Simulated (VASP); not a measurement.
# KBr (F-43m) in VASP: settings compared

Aim: see how the results for KBr move with the level of theory and the settings. Levels: r2SCAN, PBE, HSE06, PBE0, r2SCANh. Tasks: relaxation of cell and atoms, single point.

All numbers are computed with VASP 6.6.1; they aren't measurements. Logs are shortened: lines on timing, memory, paths and dates and some standing lists are left out, and cuts for length are marked.

### Step 1. The cell of the first run

It takes space group F-43m (No. 216, cubic). The conventional cell has a = 7.443 Å, b = 7.443 Å, c = 7.443 Å, α = 90.00°, β = 90.00°, γ = 90.00°. Within 4.2 Å of K (site symmetry -43m) lie 4 Br at 3.22 Å. Within 4.2 Å of Br (site symmetry -43m) lie 4 K at 3.22 Å.

### Step 2. Relaxation of cell and atoms, r2SCAN

Contents of POSCAR:

```
KBr
1.0
    0.0000000000      3.7216415983      3.7216415983
    3.7216415983      0.0000000000      3.7216415983
    3.7216415983      3.7216415983      0.0000000000
K Br
1 1
Direct
    0.0000000000      0.0000000000      0.0000000000
    0.2500000000      0.2500000000      0.2500000000
```

Contents of INCAR.step1:

```
SYSTEM = KBr
PREC = Accurate ; ENCUT = 600
ISMEAR = -1 ; SIGMA = 0.02
LREAL = .False. ; LASPH = .True.
NELM = 80 ; GGA = PE
ALGO = Normal ; EDIFF = 1E-4
LWAVE = .True. ; LCHARG = .False.
```

Contents of INCAR.step2:

```
SYSTEM = KBr
PREC = Accurate ; ENCUT = 600
EDIFF = 1E-7 ; ISMEAR = -1
SIGMA = 0.02 ; LREAL = .False.
LASPH = .True. ; NELM = 80
ALGO = Normal ; ISIF = 3
LWAVE = .False. ; LCHARG = .False.
METAGGA = R2SCAN ; LMIXTAU = .True.
IBRION = 2 ; NSW = 80
EDIFFG = -0.005 ; ISTART = 1
```

Contents of KPOINTS:

```
regular mesh
0
Gamma
  6 6 6
  0 0 0
```

Potentials or basis: VASP PAW PBE potentials, release 64 (K_sv, Br).

Command:

```bash
$ cat potpaw_PBE.64/K_sv/POTCAR potpaw_PBE.64/Br/POTCAR > POTCAR
$ cp INCAR.step1 INCAR
$ mpirun -np 1 vasp_std > vasp.out
$ cp INCAR.step2 INCAR
$ mpirun -np 1 vasp_std > vasp.out
```

OUTCAR:

```text
SYSTEM = KBr
   PREC = Accurate
   ENCUT = 600
   EDIFF = 1E-7
   ISMEAR = -1
   LREAL = .False.
   LASPH = .True.
   NELM = 80
   ISIF = 3
   METAGGA = R2SCAN
   IBRION = 2
   NSW = 80
   EDIFFG = -0.005
   ISTART = 1

 ion  position               nearest neighbor table
   1  0.000  0.000  0.000-   2 3.22   2 3.22   2 3.22   2 3.22
   2  0.250  0.250  0.250-   1 3.22   1 3.22   1 3.22   1 3.22

  LATTYP: Found a face centered cubic cell.
 ALAT       =     7.4432831966

  Lattice vectors:

 A1 = (   0.0000000000,   3.7216415983,   3.7216415983)
 A2 = (   3.7216415983,   0.0000000000,   3.7216415983)
 A3 = (   3.7216415983,   3.7216415983,   0.0000000000)

Analysis of symmetry for initial positions (statically):
=====================================================================
 Subroutine PRICEL returns:
 Original cell was already a primitive cell.

 Routine SETGRP: Setting up the symmetry group for a
 face centered cubic supercell.

 Subroutine GETGRP returns: Found 24 space group operations
 (whereof 24 operations were pure point group operations)
 out of a pool of 48 trial point group operations.

The static configuration has the point symmetry T_d .

Analysis of symmetry for dynamics (positions and initial velocities):
=====================================================================
 Subroutine PRICEL returns:
 Original cell was already a primitive cell.

 Routine SETGRP: Setting up the symmetry group for a
 face centered cubic supercell.

 Subroutine GETGRP returns: Found 24 space group operations
 (whereof 24 operations were pure point group operations)
 out of a pool of 48 trial point group operations.

The dynamic configuration has the point symmetry T_d .

 Subroutine INISYM returns: Found 24 space group operations
 (whereof 24 operations are pure point group operations),
 and found     1 'primitive' translations

----------------------------------------------------------------------------------------

                                     Primitive cell

  volume of cell :     103.0941

  direct lattice vectors                    reciprocal lattice vectors
     0.000000000  3.721641598  3.721641598    -0.134349315  0.134349315  0.134349315
     3.721641598  0.000000000  3.721641598     0.134349315 -0.134349315  0.134349315
     3.721641598  3.721641598  0.000000000     0.134349315  0.134349315 -0.134349315

  length of vectors
     5.263196023  5.263196023  5.263196023     0.232699840  0.232699840  0.232699840

  position of ions in fractional coordinates (direct lattice)
     0.000000000  0.000000000  0.000000000
     0.250000000  0.250000000  0.250000000

  ion indices of the primitive-cell ions
   primitive index   ion index
                 1           1
                 2           2

----------------------------------------------------------------------------------------

 KPOINTS: regular mesh

Automatic generation of k-mesh.
 Grid dimensions read from file:
 generate k-points for:    6    6    6

 Generating k-lattice:

  Cartesian coordinates                     Fractional coordinates (reciprocal lattice)
    -0.022391553  0.022391553  0.022391553     0.166666667  0.000000000  0.000000000
     0.022391553 -0.022391553  0.022391553     0.000000000  0.166666667  0.000000000
     0.022391553  0.022391553 -0.022391553     0.000000000  0.000000000  0.166666667

  Length of vectors
     0.038783307  0.038783307  0.038783307

  Shift w.r.t. Gamma in fractional coordinates (k-lattice)
     0.000000000  0.000000000  0.000000000

 Subroutine IBZKPT returns following result:
 ===========================================

 Found     16 irreducible k-points:

 Following reciprocal coordinates:
            Coordinates               Weight
  0.000000  0.000000  0.000000      1.000000
  0.166667  0.000000  0.000000      8.000000
  0.333333  0.000000  0.000000      8.000000
  0.500000  0.000000  0.000000      4.000000
  0.166667  0.166667  0.000000      6.000000
  0.333333  0.166667  0.000000     24.000000
[... 8 lines left out ...]
 -0.333333  0.333333  0.166667     24.000000
 -0.333333  0.500000  0.166667     12.000000
   k-points           NKPTS =     16   k-points in BZ     NKDIM =     16   number of bands    NBANDS=     12
   number of dos      NEDOS =    301   number of ions     NIONS =      2
   total plane-waves  NPLWV =  74088
   dimension x,y,z NGX =    42 NGY =   42 NGZ =   42
   dimension x,y,z NGXF=    84 NGYF=   84 NGZF=   84
   ions per type =               1   1
   NGX,Y,Z   is equivalent  to a cutoff of  13.27, 13.27, 13.27 a.u.
   NGXF,Y,Z  is equivalent  to a cutoff of  26.53, 26.53, 26.53 a.u.
 SYSTEM =  KBr
   PREC   = accura    normal or accurate (medium, high low for compatibility)
   ISTART =      1    job   : 0-new  1-cont  2-samecut
   ICHARG =      0    charge: 1-file 2-atom 10-const
   ISPIN  =      1    spin polarized calculation?
   LNONCOLLINEAR =      F non collinear calculations
   LSORBIT =      F    spin-orbit coupling
   LASPH  =      T    aspherical Exc in radial PAW
   ENCUT  =  600.0 eV  44.10 Ry    6.64 a.u.  10.51 10.51 10.51*2*pi/ulx,y,z
   NELM   =     80;   NELMIN=  2; NELMDL=  0     # of ELM steps
   EDIFF  = 0.1E-06   stopping-criterion for ELM
   LREAL  =      F    real-space projection
   EDIFFG = -.5E-02   stopping-criterion for IOM
   NSW    =     80    number of steps for IOM
   IBRION =      2    ionic relax: 0-MD 1-quasi-New 2-CG
   NFREE  =      1    steps in history (QN), initial steepest desc. (CG)
   ISIF   =      3    stress and relaxation
   ISYM   =      2    0-nonsym 1-usesym 2-fastsym
   POTIM  = 0.5000    time-step for ionic-motion
   TEBEG  =    0.0;   TEEND  =   0.0 temperature during run
   PSTRESS=    0.0 pullay stress
   NELECT =      16.0000    total number of electrons
   NUPDOWN=      -1.0000    fix difference up-down
   EMIN   =  10.00;   EMAX   =-10.00  energy-range for DOS
   EFERMI =   0.00;   METHOD = LEGACY
   ISMEAR =    -1;   SIGMA  =   0.02  broadening in eV -4-tet -1-fermi 0-gaus
   EFERMI_NEDOS =   21; number of points for ismear=-14 and -15
   IALGO  =     38    algorithm
   IMIX   =      4    mixing-type and parameters
     AMIX     =   0.40;   BMIX     =  1.00
     AMIX_MAG =   1.60;   BMIX_MAG =  1.00
  volume/ion in A,a.u.               =      51.55       347.86
  Fermi-wavevector in a.u.,A,eV,Ry     =   0.879772  1.662529 10.530900  0.773999
  Thomas-Fermi vector in A             =   2.000042
   LORBIT       =      0    0 simple, 1 ext, 2 COOP (PROOUT), +10 PAW based schemes
   METAGGA = R2SCAN    functional components
   LHFCALC =     F    Hartree Fock is set to
   AEXX    =    0.0000 exact exchange contribution
   IVDW    =     0    specifies the selected vdW correction
   LEPSILON=     F    determine dielectric tensor
   LRPA    =     F    only Hartree local field effects (RPA)
 conjugate gradient relaxation of ions
 non-spin polarized calculation
  energy-cutoff  :      600.00
  volume of cell :      103.09
 maximum number of plane-waves:      3479
   NGX = 21   NGY = 21   NGZ = 21

--------------------------------------- Ionic step        1  -------------------------------------------

 number of electron      16.0000000 magnetization

 Free energy of the ion-electron system (eV)
  ---------------------------------------------------
  ext. energy  EPLUGINS =         0.00000000
  ---------------------------------------------------
  free energy    TOTEN  =       -22.96653953 eV

  energy without entropy =      -22.96653953  energy(sigma->0) =      -22.96653953

------------------------ aborting loop because EDIFF is reached ----------------------------------------

  FORCE on cell =-STRESS in cart. coord.  units (eV):
  Direction    XX          YY          ZZ          XY          YZ          ZX
  --------------------------------------------------------------------------------------
  -------------------------------------------------------------------------------------
  Total       -0.1551952     -0.1551952     -0.1551952     -0.0000000     -0.0000000      0.0000000
  in kB       -2.4118772     -2.4118772     -2.4118772     -0.0000000     -0.0000000      0.0000000
  external PRESSURE =      -2.4118772 kB  Pullay stress =       0.0000000 kB

 VOLUME and BASIS-vectors are now :
 -----------------------------------------------------------------------------
  energy-cutoff  :      600.00
  volume of cell :      103.09
      direct lattice vectors                 reciprocal lattice vectors
     0.000000000  3.721641598  3.721641598    -0.134349315  0.134349315  0.134349315
     3.721641598  0.000000000  3.721641598     0.134349315 -0.134349315  0.134349315
     3.721641598  3.721641598  0.000000000     0.134349315  0.134349315 -0.134349315
[... 37 lines left out ...]
 POSITION                                       TOTAL-FORCE (eV/Angst)
 -----------------------------------------------------------------------------------
      7.41542      3.70771      3.70771        -0.000000     -0.000000     -0.000000
      1.85385      1.85385      1.85385         0.000000      0.000000      0.000000
 -----------------------------------------------------------------------------------
    total drift:                               -0.000000     -0.000000     -0.000000

  FREE ENERGIE OF THE ION-ELECTRON SYSTEM (eV)
  ---------------------------------------------------
  free  energy   TOTEN  =       -22.9679124630 eV

  energy  without entropy=      -22.9679124630  energy(sigma->0) =      -22.96791246

--------------------------------------- Ionic step        3  -------------------------------------------

 number of electron      15.9999998 magnetization

 Free energy of the ion-electron system (eV)
  ---------------------------------------------------
  ext. energy  EPLUGINS =         0.00000000
  ---------------------------------------------------
  free energy    TOTEN  =       -22.96853554 eV

  energy without entropy =      -22.96853554  energy(sigma->0) =      -22.96853554

 E-fermi :  -2.9966     XC(G=0):  -6.1879

 val. band max:       -3.5078368952   @ k =  -0.3333   0.1667   0.0000
 cond. band min:       1.3335228710   @ k =   0.0000   0.0000   0.0000
 fundamental gap:      4.8413597661
 Fermi energy:        -2.9965675902

 k-point     1 :       0.0000    0.0000    0.0000
  band No.  band energies     occupation
      1     -32.4239      2.00000
      2     -15.8139      2.00000
      3     -15.1470      2.00000
      4     -15.1470      2.00000
      5     -15.1470      2.00000
      6      -3.5220      2.00000
      7      -3.5220      2.00000
      8      -3.5220      2.00000
      9       1.3335      0.00000
     10       5.8473      0.00000
     11       5.8473      0.00000
     12       6.8355      0.00000

 k-point     2 :       0.1667    0.0000    0.0000
  band No.  band energies     occupation
      1     -32.4236      2.00000
      2     -15.8714      2.00000
      3     -15.1486      2.00000
      4     -15.1486      2.00000
      5     -15.0829      2.00000
      6      -3.6315      2.00000
      7      -3.5184      2.00000
      8      -3.5184      2.00000
      9       1.7602      0.00000
     10       5.5673      0.00000
     11       5.5673      0.00000
     12       6.3932      0.00000
[... 230 lines left out ...]
 POSITION                                       TOTAL-FORCE (eV/Angst)
 -----------------------------------------------------------------------------------
     -0.00000      0.00000      0.00000         0.000000      0.000000      0.000000
      1.84434      1.84434      1.84434        -0.000000     -0.000000     -0.000000
 -----------------------------------------------------------------------------------
    total drift:                               -0.000000     -0.000000     -0.000000

  FREE ENERGIE OF THE ION-ELECTRON SYSTEM (eV)
  ---------------------------------------------------
  free  energy   TOTEN  =       -22.9685355450 eV

  energy  without entropy=      -22.9685355450  energy(sigma->0) =      -22.96853554

 reached required accuracy - stopping structural energy minimisation
```

It took 3.9 min on 1 thread of Intel Xeon Platinum 8559C (Emerald Rapids), shared host; peak memory 0.3 GiB.

What came out:

* Free energy: -22.9685 eV
* Relaxed volume: 50.19 Å³/atom
* Relaxed cell: a = 5.217 Å, b = 5.217 Å, c = 5.217 Å, α = 60.00°, β = 60.00°, γ = 60.00°
* Space group after relaxing (to 0.05 Å): F-43m (No. 216)
* Energy gained by relaxing: 1.0 meV/atom
* Ionic steps: 3
* Pressure after relaxing: 0.0 GPa
* Band gap on the k mesh: 4.84 eV, indirect (least direct gap 4.86 eV)

Step by step:
| step | energy change (eV) | largest force (eV/Å) | pressure (GPa) | volume (Å³) |
| --- | --- | --- | --- | --- |
| 1 | 0.0000 | 0.0000 | -0.24 | 103.09 |
| 2 | -0.0014 | 0.0000 | -0.14 | 101.94 |
| 3 | -0.0020 | 0.0000 | 0.01 | 100.38 |

Final structure:
```xyz
2
Lattice="0.0000 3.6887 3.6887 3.6887 0.0000 3.6887 3.6887 3.6887 0.0000" Properties=species:S:1:pos:R:3 pbc="T T T"
K     0.0000    0.0000    0.0000
Br    1.8443    1.8443    1.8443
```

Caveat: the PAW data sets were made with another functional, which shifts forces and pressure a little.

### Step 3. Single point, PBE, non-collinear spin, zero start, spin-orbit coupling

This run uses another cell than the first one, of 50.17 Å³/atom, 0.973 times its volume.

Contents of INCAR:

```
PREC = Accurate
ENCUT = 520
EDIFF = 1E-6
ISMEAR = 0
SIGMA = 0.01
LREAL = False
LASPH = True
NELM = 150
ALGO = Normal
ISIF = 2
LWAVE = False
LCHARG = True
MAGMOM = 0 0 0 0 0 0
LORBIT = 11
LSORBIT = True
GGA_COMPAT = False
LORBMOM = True
GGA = PE
LVHAR = True
NBANDS = 28
```

Contents of KPOINTS:

```
Automatic mesh
0
Gamma
  6 6 6
```

Contents of POSCAR:

```
KBr
1.0
    0.0000000000      3.6882992884      3.6882992884
    3.6882992884      0.0000000000      3.6882992884
    3.6882992884      3.6882992884      0.0000000000
K Br
1 1
Direct
    0.0000000000      0.0000000000      0.0000000000
    0.2500000000      0.2500000000      0.2500000000
```

Potentials or basis: VASP PAW PBE potentials, release 64 (K_sv, Br).

Command:

```bash
$ cat potpaw_PBE.64/K_sv/POTCAR potpaw_PBE.64/Br/POTCAR > POTCAR
$ mpirun -np 1 vasp_ncl > vasp.out
```

OUTCAR:

```text
PREC = Accurate
   ENCUT = 520
   EDIFF = 1E-6
   ISMEAR = 0
   LREAL = False
   LASPH = True
   NELM = 150
   ISIF = 2
   LORBIT = 11
   LSORBIT = True
   GGA = PE

 ion  position               nearest neighbor table
   1  0.000  0.000  0.000-   2 3.19   2 3.19   2 3.19   2 3.19
   2  0.250  0.250  0.250-   1 3.19   1 3.19   1 3.19   1 3.19

  LATTYP: Found a face centered cubic cell.
 ALAT       =     7.3765985768

  Lattice vectors:

 A1 = (   0.0000000000,   3.6882992884,   3.6882992884)
 A2 = (   3.6882992884,   0.0000000000,   3.6882992884)
 A3 = (   3.6882992884,   3.6882992884,   0.0000000000)

Analysis of symmetry for initial positions (statically):
[... 969 lines left out ...]
    -0.0000001    -0.0000000     0.0000000    -0.0000000     0.0000000
 l=   3
     0.0000000     0.0000000     0.0000000     0.0000000     0.0000000     0.0000000     0.0000000
     0.0000000     0.0000000     0.0000000     0.0000000     0.0000000     0.0000000     0.0000000
     0.0000000     0.0000000     0.0000000     0.0000000     0.0000000     0.0000000     0.0000000
     0.0000000     0.0000000     0.0000000     0.0000000     0.0000000     0.0000000     0.0000000
     0.0000000     0.0000000     0.0000000     0.0000000     0.0000000     0.0000000     0.0000000
     0.0000000     0.0000000     0.0000000     0.0000000     0.0000000     0.0000000     0.0000000
     0.0000000     0.0000000     0.0000000     0.0000000     0.0000000     0.0000000     0.0000000

 total charge

# of ion       s       p       d       tot
------------------------------------------
    1        1.958   5.579   0.024   7.562
    2        1.599   3.299   0.001   4.899
--------------------------------------------------
tot          3.557   8.878   0.025  12.460

 magnetization (x)

# of ion       s       p       d       tot
------------------------------------------
    1        0.000   0.000   0.000   0.000
    2       -0.000   0.000   0.000  -0.000
--------------------------------------------------
tot          0.000   0.000   0.000   0.000

 magnetization (y)

# of ion       s       p       d       tot
------------------------------------------
    1        0.000   0.000   0.000   0.000
    2       -0.000   0.000   0.000  -0.000
--------------------------------------------------
tot          0.000   0.000   0.000   0.000

 magnetization (z)

# of ion       s       p       d       tot
------------------------------------------
    1        0.000   0.000   0.000   0.000
    2        0.000  -0.000  -0.000  -0.000
--------------------------------------------------
tot          0.000   0.000   0.000   0.000
```

OSZICAR:

```text
N       E                     dE             d eps       ncg     rms          rms(c)
DAV:   1     0.112303076542E+03    0.11230E+03   -0.63029E+03  1232   0.944E+02
DAV:   2     0.448496833545E+01   -0.10782E+03   -0.10148E+03  1492   0.243E+02
DAV:   3    -0.615210145555E+01   -0.10637E+02   -0.10589E+02  2024   0.654E+01
DAV:   4    -0.637818712908E+01   -0.22609E+00   -0.22558E+00  1776   0.975E+00
DAV:   5    -0.638650394293E+01   -0.83168E-02   -0.83160E-02  1828   0.134E+00    0.337E+00
DAV:   6    -0.607424632322E+01    0.31226E+00   -0.42459E-01  1520   0.289E+00    0.233E+00
DAV:   7    -0.603778046816E+01    0.36466E-01   -0.20875E-01  1600   0.224E+00    0.140E+00
DAV:   8    -0.605117564201E+01   -0.13395E-01   -0.26050E-02  1744   0.859E-01    0.744E-01
DAV:   9    -0.606155901174E+01   -0.10383E-01   -0.62536E-03  1400   0.577E-01    0.180E-01
DAV:  10    -0.606337107446E+01   -0.18121E-02   -0.12576E-03  1476   0.229E-01    0.654E-02
DAV:  11    -0.606426584048E+01   -0.89477E-03   -0.54997E-04  1392   0.167E-01    0.177E-02
DAV:  12    -0.606430387162E+01   -0.38031E-04   -0.46971E-05  1640   0.452E-02    0.109E-02
DAV:  13    -0.606431785501E+01   -0.13983E-04   -0.74872E-06  1388   0.211E-02    0.640E-03
DAV:  14    -0.606431941769E+01   -0.15627E-05   -0.37372E-06  1312   0.139E-02    0.833E-04
DAV:  15    -0.606431946058E+01   -0.42892E-07   -0.20766E-07  1312   0.329E-03
   1 F= -.60643195E+01 E0= -.60643195E+01  d E =-.280065E-18  mag=    -0.0000    -0.0000    -0.0000
```

stdout:

```text
POSCAR found type information on POSCAR K Br
 POSCAR found :  2 types and       2 ions
 scaLAPACK will be used
 LDA part: xc-table for (Slater+PW92), standard interpolation
 POSCAR, INCAR and KPOINTS ok, starting setup
 FFT: planning ... GRIDC
 FFT: planning ... GRID_SOFT
 FFT: planning ... GRID
 WAVECAR not read
 entering main loop
```

Run time: 2.3 min. Hardware: 1 thread of Intel Xeon Platinum 8559C (Emerald Rapids), shared host; peak memory 0.51 GiB.

Results:

```
Free energy                                           : -6.0643 eV
Pressure                                              : 0.3 GPa
Net moment                                            : 0.00 μB per cell
Valence electrons inside the program's atomic spheres : K 7.56; Br 4.90
```

Moments on the atoms (μB; x, y, z):
```
K   0.00 0.00 0.00
Br  0.00 0.00 0.00
```

[end of part 1 of 2]
